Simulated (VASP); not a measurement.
Write the native input for VASP 6.6.1 that does the following.

```
Task                   : single point
Functional             : PBE
Potentials or basis    : VASP PAW PBE potentials, release 64 (Ta_pv)
Cutoff                 : 520 eV
k mesh                 : 6 × 6 × 6
Occupations            : gaussian, width 0.1 eV
Spin                   : no spin polarisation
Dipole correction      : no
Further INCAR settings : ALGO = Normal; EDIFF = 1e-06; NBANDS = 24
```

The structure of Ta lies in POSCAR:

```
Ta
1.0
    4.7125635058      0.0000000030      0.0000000000
   -2.3562817555      4.0811997115      0.0000000000
    0.0000000000      0.0000000000      2.8658817231
Ta
3
Direct
    0.3333333333      0.6666666667      0.1664841794
    0.0000000000      0.0000000000      0.5000000000
    0.6666666667      0.3333333333      0.8335158206
```

These files were run (other wordings do the same):

INCAR

```
SYSTEM = Ta
PREC     = Accurate       ! precision mode
ENCUT    = 520            ! plane-wave cutoff, eV
EDIFF    = 1E-6           ! SCF threshold, eV
ISMEAR   = 0              ! smearing method
SIGMA    = 0.1            ! smearing width, eV
LREAL    = .FALSE.        ! projectors in reciprocal space
LASPH    = .TRUE.         ! aspherical terms in the spheres
NELM     = 100            ! most SCF steps
ALGO     = Normal         ! electronic algorithm
ISIF     = 2              ! what is computed and relaxed
LWAVE    = .FALSE.        ! write WAVECAR
LCHARG   = .FALSE.        ! write CHGCAR
GGA      = PE             ! functional
NBANDS   = 24             ! bands
```

KPOINTS

```
regular mesh
0
G
  6 6 6
  0 0 0
```

Potentials or basis: VASP PAW PBE potentials, release 64 (Ta_pv).

Command:

```console
$ cat potpaw_PBE.64/Ta_pv/POTCAR > POTCAR
$ mpirun -np 1 vasp_std > vasp.out
```

It gave:

```json
{
 "Pressure": "0.1 GPa"
}
```

Caveat: the k points lie up to 0.37 Å⁻¹ apart.

Wall time 14 s on 1 thread of Intel(R) Xeon(R) 6975P-C (Granite Rapids), on a shared host, peak memory 0.19 GiB.
